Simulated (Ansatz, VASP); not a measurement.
Two plane-wave programs on PbF2

File POSCAR:

```
PbF2
1.0
    0.0000000000      2.5944029432      3.8916044148
    2.5944029432      0.0000000000      3.8916044148
    2.5944029432      2.5944029432      0.0000000000
Pb F
1 2
Direct
    0.0000000000      0.0000000000      0.0000000000
    0.2500000000      0.2500000000      0.2500000000
    0.7500000000      0.7500000000      0.7500000000
```

File INCAR.step1:

```
SYSTEM = PbF2
PREC     = Accurate       ! precision mode
ENCUT    = 520            ! plane-wave cutoff, eV
ISMEAR   = 0              ! smearing method
SIGMA    = 0.05           ! smearing width, eV
LREAL    = .False.        ! projectors in reciprocal space
LASPH    = .True.         ! aspherical terms in the spheres
NELM     = 100            ! most SCF steps
NBANDS   = 21             ! bands
GGA      = PE             ! functional
ALGO     = Normal         ! electronic algorithm
EDIFF    = 1E-4           ! SCF threshold, eV
LWAVE    = .True.         ! write WAVECAR
LCHARG   = .False.        ! write CHGCAR
```

Contents of INCAR.step2:

```
SYSTEM = PbF2
PREC     = Accurate       ! precision mode
ENCUT    = 520            ! plane-wave cutoff, eV
EDIFF    = 1E-6           ! SCF threshold, eV
ISMEAR   = 0              ! smearing method
SIGMA    = 0.05           ! smearing width, eV
LREAL    = .False.        ! projectors in reciprocal space
LASPH    = .True.         ! aspherical terms in the spheres
NELM     = 100            ! most SCF steps
ALGO     = Normal         ! electronic algorithm
ISIF     = 2              ! what is computed and relaxed
LWAVE    = .False.        ! write WAVECAR
LCHARG   = .False.        ! write CHGCAR
METAGGA  = R2SCAN         ! meta-GGA
LMIXTAU  = .True.       
NBANDS   = 21             ! bands
ISTART   = 1
```

KPOINTS

```
regular mesh
0
Gamma
  8 8 8
  0 0 0
```

Input for Ansatz:

```yaml
crystal:
  lattice:
    - [0.0, 2.5944029432, 3.8916044148]
    - [2.5944029432, 0.0, 3.8916044148]
    - [2.5944029432, 2.5944029432, 0.0]
  atoms:
    - { symbol: Pb, position: [0.0, 0.0, 0.0] }
    - { symbol: F, position: [0.25, 0.25, 0.25] }
    - { symbol: F, position: [0.75, 0.75, 0.75] }
basis:
  ecutwfc: 500
kpoints:
  mp_grid: { grid: [8, 8, 8] }
hamiltonian:
  xc: r2scan
scf:
  occupations: { method: gaussian, width: 0.05 }
output:
  forces: true
  stress: true
  eigenvalues: true
  write_density: true
  write_potential: true
  elf: true
  volumetric_format: npy
```

Alike in both runs: task single point; functional r2SCAN; k mesh 8 × 8 × 8; occupations gaussian, width 0.05 eV; no spin polarisation.

```csv
,VASP,Ansatz
version,VASP 6.6.1,Ansatz 0.2.0
potentials or method,"VASP PAW PBE potentials, release 64 (Pb_d, F), cutoff 520 eV","scalar-relativistic, plane waves, PAW"
valence electrons in the cell,28,28
```

|  | VASP | Ansatz | Ansatz less VASP |
| --- | --- | --- | --- |
| gap on the k mesh at the Fermi level (eV) | 2.80 | 2.81 | +0.003 |
| least direct gap on the mesh (eV) | 3.00 | 3.02 | +0.021 |
| pressure (GPa) | -5.4 | -5.3 | +0.13 |
| traceless stress, the component that is largest in VASP (GPa) | -23.58 | -23.62 | -0.041 |

VASP's potentials were made for PBE, not for r2SCAN. With one functional, cell and mesh, what is left measures potentials, basis and numerics.

Neither program's run includes spin-orbit coupling.
